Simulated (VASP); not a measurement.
**SnTe: single point with r2SCAN+D3(BJ)**

Crystal: SnTe.

```xyz
2
Lattice="0.0000 3.6111 3.6111 3.6111 0.0000 3.6111 3.6111 3.6111 0.0000" Properties=species:S:1:pos:R:3 pbc="T T T"
Te    1.8056    1.8056    1.8056
Sn    0.0000    0.0000    0.0000
```

```
Program             : VASP 6.6.1
Task                : single point
Functional          : r2SCAN
Dispersion          : D3(BJ)
Potentials or basis : VASP PAW PBE potentials, release 64 (Te, Sn_d)
Cutoff              : 520 eV
k mesh              : 7 × 7 × 7
Occupations         : fermi-dirac, width 0.05 eV
Spin                : no spin polarisation
```

```json
{
  "Pressure": "-1.0 GPa",
  "Band gap on the k mesh": "0.40 eV (least direct gap 0.93 eV)",
  "Dispersion energy per atom": "-0.137 eV"
}
```

Levels at points of the mesh, in eV from the valence-band top:
```csv
k point,band 7,band 8,band 9,band 10,band 11,band 12,band 13,band 14
"(0.00, 0.00, 0.00)",-5.03,-1.94,-1.94,-1.94,1.27,1.27,1.27,4.47
```

It took 2.3 min on 1 thread of Intel(R) Xeon(R) Platinum 8488C (Sapphire Rapids), on a shared host, peak memory 0.27 GiB.

Caveat: three body term missing; semilocal functionals underestimate gaps, and a narrow one can read as zero; the PAW data sets were made with another functional, which shifts forces and pressure a little; spin-orbit coupling is left out, which moves the levels of the heavy elements; an odd mesh through Γ misses points on the zone boundary, where band edges can lie.
